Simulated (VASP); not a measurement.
Crystal: Al3BP2.

```
Al B P
1.0
     4.04910    0.00000    0.00000
    -2.02455    3.50662    0.00000
     0.00000    0.00000    6.35609
Al B P
3 1 2
Direct
  0.50000 0.00000 0.00000
  0.00000 0.50000 0.00000
  0.50000 0.50000 0.00000
  0.00000 0.00000 0.50000
  0.33333 0.66667 0.50000
  0.66667 0.33333 0.50000
```

```yaml
Program: VASP 6.6.1
Task: relaxation of cell and atoms
Functional: PBE
Potentials_or_basis: VASP PAW PBE potentials, release 64 (Al, B_h, P)
Cutoff: 910 eV
k_mesh: 6 × 6 × 4
Occupations: gaussian, width 0.1 eV
Spin: no spin polarisation
```

At the start: pressure 45.5 GPa; volume 15.04 Å³/atom.

How do energy, volume and symmetry change on relaxing?

Over 16 steps the energy falls by 1748.1 meV/atom and the volume is 18.05 Å³/atom (+20.0 %); space group P6/mmm (No. 191, to 0.05 Å).

The path:
| step | energy change (eV) | largest force (eV/Å) | pressure (GPa) | volume (Å³) |
| --- | --- | --- | --- | --- |
| 1 | 0.0000 | 0.0000 | 45.50 | 90.25 |
| 2 | -6.2385 | 0.0000 | -9.17 | 153.53 |
| 3 | -7.0554 | 0.0000 | -3.71 | 129.72 |
| 4 | -7.5650 | 0.0000 | -3.93 | 122.38 |
| 5 | -8.8972 | 0.0000 | 1.96 | 99.61 |
| 6 | 18.6837 | 0.0000 | 286.38 | 50.64 |
| 7 | -8.9770 | 0.0000 | 3.56 | 97.46 |
| 8 | -9.0267 | 0.0000 | 6.53 | 94.43 |
| 9 | -9.4486 | 0.0000 | 4.33 | 97.28 |
| 10 | -10.3848 | 0.0000 | 5.02 | 101.77 |
| 11 | -10.3630 | 0.0000 | 5.30 | 101.82 |
| 12 | -10.4009 | 0.0000 | -3.58 | 115.74 |
| 13 | -10.4785 | 0.0000 | -0.13 | 109.09 |
| 14 | -10.4785 | 0.0000 | -0.04 | 108.94 |
| 15 | -10.4858 | 0.0000 | 0.07 | 108.64 |
| 16 | -10.4888 | 0.0000 | 0.16 | 108.32 |

Final structure:
```yaml
crystal:
  lattice:
    - [5.99078, 0.00000, 0.00000]
    - [-2.99539, 5.18817, 0.00000]
    - [0.00000, 0.00000, 3.48496]
  atoms:
    - { symbol: Al, position: [0.50000, 0.00000, 0.00000] }
    - { symbol: Al, position: [0.00000, 0.50000, 0.00000] }
    - { symbol: Al, position: [0.50000, 0.50000, 0.00000] }
    - { symbol: B, position: [0.00000, 0.00000, 0.50000] }
    - { symbol: P, position: [0.33333, 0.66667, 0.50000] }
    - { symbol: P, position: [0.66667, 0.33333, 0.50000] }
```

Caveat: the volume moved by over 15 % at a fixed basis, so the end points are rough.
